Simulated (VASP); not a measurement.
# WC (P1) in VASP: notebook

Runs on WC. Level: PBE. Tasks: single point.

Everything below comes from runs of VASP 6.6.1. Logs are shortened: lines on timing, memory, paths and dates and some standing lists are left out, and cuts for length are marked.

## (1) The cell of the first run

The typed cell holds 16 atoms: a = 5.999 Å, b = 5.195 Å, c = 5.888 Å, α = 90.00°, β = 90.00°, γ = 90.00°.

## (2) Single point, PBE

File INCAR:

```
  PREC = Accurate
  ENCUT = 520
  EDIFF = 1E-7
  ISMEAR = -1
  SIGMA = 0.3
  LREAL = Auto
  LASPH = True
  NELM = 60
  ALGO = Normal
  ISIF = 2
  LWAVE = False
  LCHARG = True
  GGA = PE
  LELF = True
  LVHAR = True
  NBANDS = 86
```

File KPOINTS:

```
regular mesh
0
Gamma
  3 3 3
```

File POSCAR:

```
WC
1.0
   -2.9993780000     -5.1950750000      0.0000000000
    4.4990670000     -2.5975380000      0.0000000000
    0.0000000000      0.0000000000      5.8881830000
W C
8 8
Direct
    0.7625923495      0.4746323440     -0.0074556107
    0.7629050412      0.4825535153      0.4937686210
    0.4819596174      0.0137759836      0.0261201121
    0.4977100559      0.0344783912      0.5292634417
    0.2299025156      0.5051857524     -0.0127034095
    0.2630772949      0.4964292042      0.4966897258
    0.0117289939     -0.0270767947      0.0039231118
    0.0159717773      0.0196052643      0.5165090827
    0.4803685404      0.7078816190      0.2554947766
    0.4872261308      0.6759568901      0.7689638722
    0.2286744421      0.1796774956      0.2581101844
    0.2439979591      0.1738231750      0.7437608512
   -0.0274670869      0.6841453625      0.2527944529
   -0.0096752015      0.6510639680      0.7351673683
    0.7467292633      0.1775086533      0.2416534948
    0.7601676196      0.2026042365      0.7656012050
```

Potentials or basis: VASP PAW PBE potentials, release 64 (W_sv, C).

Started as:

```bash
cat potpaw_PBE.64/W_sv/POTCAR potpaw_PBE.64/C/POTCAR > POTCAR
mpirun -np 1 vasp_std > vasp.out
```

OUTCAR:

```text
PREC = Accurate
   ENCUT = 520
   EDIFF = 1E-7
   ISMEAR = -1
   LREAL = Auto
   LASPH = True
   NELM = 60
   ISIF = 2
   GGA = PE

 ion  position               nearest neighbor table
   1  0.763  0.475  0.993-  16 1.94  15 2.13  14 2.24  13 2.26  10 2.36   9 2.59   5 2.81   3 2.93
                             2 2.94   2 2.95   7 2.99   7 3.01   5 3.20   3 3.27
   2  0.763  0.483  0.494-  14 2.16  16 2.16  13 2.17  15 2.17   9 2.49  10 2.52   4 2.83   8 2.85
                             1 2.94   1 2.95   6 3.00   6 3.00   8 3.18   4 3.29
   3  0.482  0.014  0.026-   9 2.09  15 2.20  11 2.22  10 2.32  12 2.34  16 2.47   7 2.83   4 2.93
                             1 2.93   4 2.97   5 2.98   5 3.05   7 3.19   1 3.27
   4  0.498  0.034  0.529-  12 2.11  16 2.28  10 2.34   9 2.34  15 2.38  11 2.39   6 2.79   2 2.83
                             8 2.89   3 2.93   3 2.97   8 3.11   6 3.14   2 3.29
   5  0.230  0.505  0.987-  10 2.20  14 2.20  12 2.24  11 2.32  13 2.39   9 2.42   7 2.76   1 2.81
                             6 2.90   3 2.98   6 3.01   3 3.05   7 3.06   1 3.20
   6  0.263  0.496  0.497-  11 2.17   9 2.22  12 2.22  10 2.29  14 2.30  13 2.46   4 2.79   8 2.89
                             5 2.90   2 3.00   2 3.00   5 3.01   8 3.10   4 3.14
   7  0.012  0.973  0.004-  13 2.11  11 2.26  14 2.31  12 2.32  15 2.37  16 2.38   5 2.76   3 2.83
                             8 2.88   1 2.99   1 3.01   8 3.03   5 3.06   3 3.19
   8  0.016  0.020  0.517-  12 2.07  11 2.15  14 2.31  16 2.33  13 2.35  15 2.43   2 2.85   7 2.88
                             6 2.89   4 2.89   7 3.03   6 3.10   4 3.11   2 3.18
   9  0.480  0.708  0.255-   3 2.09   6 2.22   4 2.34   5 2.42   2 2.49   1 2.59
  10  0.487  0.676  0.769-   5 2.20   6 2.29   3 2.32   4 2.34   1 2.36   2 2.52
  11  0.229  0.180  0.258-   8 2.15   6 2.17   3 2.22   7 2.26   5 2.32   4 2.39
  12  0.244  0.174  0.744-   8 2.07   4 2.11   6 2.22   5 2.24   7 2.32   3 2.34
  13  0.973  0.684  0.253-   7 2.11   2 2.17   1 2.26   8 2.35   5 2.39   6 2.46
  14  0.990  0.651  0.735-   2 2.16   5 2.20   1 2.24   6 2.30   7 2.31   8 2.31
  15  0.747  0.178  0.242-   1 2.13   2 2.17   3 2.20   7 2.37   4 2.38   8 2.43
  16  0.760  0.203  0.766-   1 1.94   2 2.16   4 2.28   8 2.33   7 2.38   3 2.47

  LATTYP: Found a simple orthorhombic cell.
 ALAT       =     5.1950753153
 B/A-ratio  =     1.1334162919
 C/A-ratio  =     1.1547004731

  Lattice vectors:

 A1 = (   4.4990670000,  -2.5975380000,   0.0000000000)
 A2 = (   0.0000000000,   0.0000000000,   5.8881830000)
 A3 = (  -2.9993780000,  -5.1950750000,   0.0000000000)

Analysis of symmetry for initial positions (statically):
=====================================================================
 Subroutine PRICEL returns:
 Original cell was already a primitive cell.

 Routine SETGRP: Setting up the symmetry group for a
 simple orthorhombic supercell.

 Subroutine GETGRP returns: Found  1 space group operations
 (whereof  1 operations were pure point group operations)
 out of a pool of  8 trial point group operations.

The static configuration has the point symmetry C_1 .

Analysis of symmetry for dynamics (positions and initial velocities):
=====================================================================
 Subroutine PRICEL returns:
 Original cell was already a primitive cell.

 Routine SETGRP: Setting up the symmetry group for a
 simple orthorhombic supercell.

 Subroutine GETGRP returns: Found  1 space group operations
 (whereof  1 operations were pure point group operations)
 out of a pool of  8 trial point group operations.

The dynamic configuration has the point symmetry C_1 .

 Subroutine INISYM returns: Found  1 space group operations
 (whereof  1 operations are pure point group operations),
 and found     1 'primitive' translations

----------------------------------------------------------------------------------------

                                     Primitive cell

  volume of cell :     183.4993

  direct lattice vectors                    reciprocal lattice vectors
    -2.999378000 -5.195075000  0.000000000    -0.083350627 -0.144367495  0.000000000
     4.499067000 -2.597538000  0.000000000     0.166701221 -0.096244997  0.000000000
     0.000000000  0.000000000  5.888183000     0.000000000  0.000000000  0.169831678

  length of vectors
     5.998755925  5.195075315  5.888183000     0.166701231  0.192489991  0.169831678

  position of ions in fractional coordinates (direct lattice)
     0.762592349  0.474632344  0.992544389
     0.762905041  0.482553515  0.493768621
     0.481959617  0.013775984  0.026120112
     0.497710056  0.034478391  0.529263442
     0.229902516  0.505185752  0.987296591
     0.263077295  0.496429204  0.496689726
[... 8 lines left out ...]
     0.746729263  0.177508653  0.241653495
     0.760167620  0.202604237  0.765601205

  ion indices of the primitive-cell ions
   primitive index   ion index
                 1           1
                 2           2
                 3           3
                 4           4
                 5           5
                 6           6
[... 8 lines left out ...]
                15          15
                16          16

----------------------------------------------------------------------------------------

 KPOINTS: regular mesh

Automatic generation of k-mesh.
 Grid dimensions read from file:
 generate k-points for:    3    3    3

 Generating k-lattice:

  Cartesian coordinates                     Fractional coordinates (reciprocal lattice)
    -0.027783542 -0.048122498  0.000000000     0.333333333  0.000000000  0.000000000
     0.055567074 -0.032081666  0.000000000    -0.000000000  0.333333333  0.000000000
     0.000000000  0.000000000  0.056610559     0.000000000  0.000000000  0.333333333

  Length of vectors
     0.055567077  0.064163330  0.056610559

  Shift w.r.t. Gamma in fractional coordinates (k-lattice)
     0.000000000  0.000000000  0.000000000

 Subroutine IBZKPT returns following result:
 ===========================================

 Found     14 irreducible k-points:

 Following reciprocal coordinates:
            Coordinates               Weight
  0.000000  0.000000  0.000000      1.000000
  0.333333  0.000000  0.000000      2.000000
  0.000000  0.333333  0.000000      2.000000
  0.333333  0.333333  0.000000      2.000000
 -0.333333  0.333333  0.000000      2.000000
  0.000000  0.000000  0.333333      2.000000
  0.333333  0.000000  0.333333      2.000000
 -0.333333  0.000000  0.333333      2.000000
  0.000000  0.333333  0.333333      2.000000
  0.000000  0.333333 -0.333333      2.000000
  0.333333  0.333333  0.333333      2.000000
 -0.333333  0.333333 -0.333333      2.000000
 -0.333333 -0.333333  0.333333      2.000000
  0.333333 -0.333333 -0.333333      2.000000
   k-points           NKPTS =     14   k-points in BZ     NKDIM =     14   number of bands    NBANDS=     86
   number of dos      NEDOS =    301   number of ions     NIONS =     16
   total plane-waves  NPLWV =  92160
   dimension x,y,z NGX =    48 NGY =   40 NGZ =   48
   dimension x,y,z NGXF=    96 NGYF=   80 NGZF=   96
   ions per type =               8   8
   NGX,Y,Z   is equivalent  to a cutoff of  13.30, 12.80, 13.55 a.u.
   NGXF,Y,Z  is equivalent  to a cutoff of  26.60, 25.60, 27.10 a.u.
 SYSTEM =  unknown system
   PREC   = accura    normal or accurate (medium, high low for compatibility)
   ISTART =      0    job   : 0-new  1-cont  2-samecut
   ICHARG =      2    charge: 1-file 2-atom 10-const
   ISPIN  =      1    spin polarized calculation?
   LNONCOLLINEAR =      F non collinear calculations
   LSORBIT =      F    spin-orbit coupling
   LASPH  =      T    aspherical Exc in radial PAW
   ENCUT  =  520.0 eV  38.22 Ry    6.18 a.u.  11.15  9.66 10.95*2*pi/ulx,y,z
   NELM   =     60;   NELMIN=  2; NELMDL= -5     # of ELM steps
   EDIFF  = 0.1E-06   stopping-criterion for ELM
   LREAL  =      T    real-space projection
   EDIFFG = 0.1E-05   stopping-criterion for IOM
   NSW    =      0    number of steps for IOM
   IBRION =     -1    ionic relax: 0-MD 1-quasi-New 2-CG
   NFREE  =      0    steps in history (QN), initial steepest desc. (CG)
   ISIF   =      2    stress and relaxation
   ISYM   =      2    0-nonsym 1-usesym 2-fastsym
   POTIM  = 0.5000    time-step for ionic-motion
   TEBEG  =    0.0;   TEEND  =   0.0 temperature during run
   PSTRESS=    0.0 pullay stress
   NELECT =     144.0000    total number of electrons
   NUPDOWN=      -1.0000    fix difference up-down
   EMIN   =  10.00;   EMAX   =-10.00  energy-range for DOS
   EFERMI =   0.00;   METHOD = LEGACY
   ISMEAR =    -1;   SIGMA  =   0.30  broadening in eV -4-tet -1-fermi 0-gaus
   EFERMI_NEDOS =   21; number of points for ismear=-14 and -15
   IALGO  =     38    algorithm
   IMIX   =      4    mixing-type and parameters
     AMIX     =   0.40;   BMIX     =  1.00
     AMIX_MAG =   1.60;   BMIX_MAG =  1.00
  volume/ion in A,a.u.               =      11.47        77.39
  Fermi-wavevector in a.u.,A,eV,Ry     =   1.510025  2.853534 31.023682  2.280176
  Thomas-Fermi vector in A             =   2.620270
   LORBIT       =      0    0 simple, 1 ext, 2 COOP (PROOUT), +10 PAW based schemes
   GGA     = PE    functional components
   LHFCALC =     F    Hartree Fock is set to
   AEXX    =    0.0000 exact exchange contribution
   IVDW    =     0    specifies the selected vdW correction
   LEPSILON=     F    determine dielectric tensor
   LRPA    =     F    only Hartree local field effects (RPA)
 non-spin polarized calculation
  energy-cutoff  :      520.00
  volume of cell :      183.50
 maximum number of plane-waves:      4954
 NGX is ok and might be reduce to    48
   NGX = 23   NGY = 19   NGZ = 21

 number of electron     143.9999996 magnetization

 Free energy of the ion-electron system (eV)
  ---------------------------------------------------
  ext. energy  EPLUGINS =         0.00000000
  ---------------------------------------------------
  free energy    TOTEN  =      -175.10080543 eV

  energy without entropy =     -173.72518766  energy(sigma->0) =     -174.41299655

 E-fermi :   9.9912     XC(G=0): -13.2211

 val. band max:        9.9588307720   @ k =   0.3333   0.0000   0.0000
 cond. band min:      10.0007681151   @ k =  -0.3333   0.0000   0.3333
 fundamental gap:      0.0419373431
 Fermi energy:         9.9911513020

 k-point     1 :       0.0000    0.0000    0.0000
  band No.  band energies     occupation
      1     -64.4407      2.00000
      2     -64.4278      2.00000
      3     -64.4047      2.00000
      4     -64.4030      2.00000
      5     -64.3704      2.00000
      6     -64.3531      2.00000
[... 76 lines left out ...]
     83      13.1899      0.00005
     84      13.6101      0.00001

 k-point     2 :       0.3333    0.0000    0.0000
  band No.  band energies     occupation
      1     -64.4360      2.00000
      2     -64.4239      2.00000
      3     -64.4124      2.00000
      4     -64.4042      2.00000
      5     -64.3694      2.00000
      6     -64.3538      2.00000
[... 1033 lines left out ...]
     83      13.0577      0.00007
     84      13.1838      0.00005

 k-point    14 :       0.3333   -0.3333   -0.3333
  band No.  band energies     occupation
      1     -64.4309      2.00000
      2     -64.4217      2.00000
      3     -64.4096      2.00000
      4     -64.4029      2.00000
      5     -64.3732      2.00000
      6     -64.3566      2.00000
[... 76 lines left out ...]
     83      13.1250      0.00006
     84      13.2607      0.00004
 [bands above 84 left out]

------------------------ aborting loop because EDIFF is reached ----------------------------------------

  FORCE on cell =-STRESS in cart. coord.  units (eV):
  Direction    XX          YY          ZZ          XY          YZ          ZX
  --------------------------------------------------------------------------------------
  -------------------------------------------------------------------------------------
  Total      -15.2260492    -15.7667994    -26.0091928     -1.2712179      0.1658645      1.0944904
  in kB     -132.9423871   -137.6638103   -227.0926701    -11.0993169      1.4482035      9.5562656
  external PRESSURE =    -165.8996225 kB  Pullay stress =       0.0000000 kB

 VOLUME and BASIS-vectors are now :
 -----------------------------------------------------------------------------
  energy-cutoff  :      520.00
  volume of cell :      183.50
      direct lattice vectors                 reciprocal lattice vectors
    -2.999378000 -5.195075000  0.000000000    -0.083350627 -0.144367495  0.000000000
     4.499067000 -2.597538000  0.000000000     0.166701221 -0.096244997  0.000000000
     0.000000000  0.000000000  5.888183000     0.000000000  0.000000000  0.169831678

 POSITION                                       TOTAL-FORCE (eV/Angst)
 -----------------------------------------------------------------------------------
     -0.15190     -5.19460      5.84428         5.273439     -0.468267      2.211107
     -0.11720     -5.21680      2.90740         3.602384     -0.224359      0.292996
     -1.38360     -2.53960      0.15380        -1.505083     -0.739933     -1.781260
     -1.33770     -2.67520      3.11640        -3.038692      0.816298     -2.281744
      1.58330     -2.50660      5.81338        -1.184189     -1.788901      2.040788
      1.44440     -2.65620      2.92460         2.810366      0.045103      0.352773
[... 8 lines left out ...]
     -1.44110     -4.34040      1.42290        -0.778357      0.226926      1.011869
     -1.36850     -4.47540      4.50800        -3.547471      2.320581     -2.030761
 -----------------------------------------------------------------------------------
    total drift:                                0.002408     -0.007188     -0.017468

  FREE ENERGIE OF THE ION-ELECTRON SYSTEM (eV)
  ---------------------------------------------------
  free  energy   TOTEN  =      -175.1008054323 eV

  energy  without entropy=     -173.7251876591  energy(sigma->0) =     -174.41299655
```

Wall time 8.9 min (1 thread of Intel Xeon 8259CL, shared host); peak memory 0.37 GiB.

Results:

- Free energy: -175.1008 eV
- Pressure: -16.6 GPa
- Largest force: 5.737 eV/Å
- Band gap on the k mesh: zero (filled and empty bands overlap)

Forces in eV/Å, atoms in the order of the input:
```
W    5.273 -0.468  2.211
W    3.602 -0.224  0.293
W   -1.505 -0.740 -1.781
W   -3.039  0.816 -2.282
W   -1.184 -1.789  2.041
W    2.810  0.045  0.353
W    3.726  0.570  0.206
W   -0.346  3.513 -1.860
C   -1.755  0.587  0.693
C   -0.363 -0.582 -0.617
C   -0.798 -1.081 -0.378
C   -0.175 -0.679  1.582
C   -1.971 -0.966 -0.127
C    0.050 -1.549  0.686
C   -0.778  0.227  1.012
C   -3.547  2.321 -2.031
```

Caveat: the k points lie up to 0.40 Å⁻¹ apart; so wide a smearing shifts energies and pressures; spin-orbit coupling is left out, which moves the levels of the heavy elements; forces of over 1 eV/Å act on the atoms, so gaps and moduli don't describe the material at rest.

(Continued in part 2 of 3.)

The gap in the log of VASP goes by the Fermi energy; the results here count the filled bands.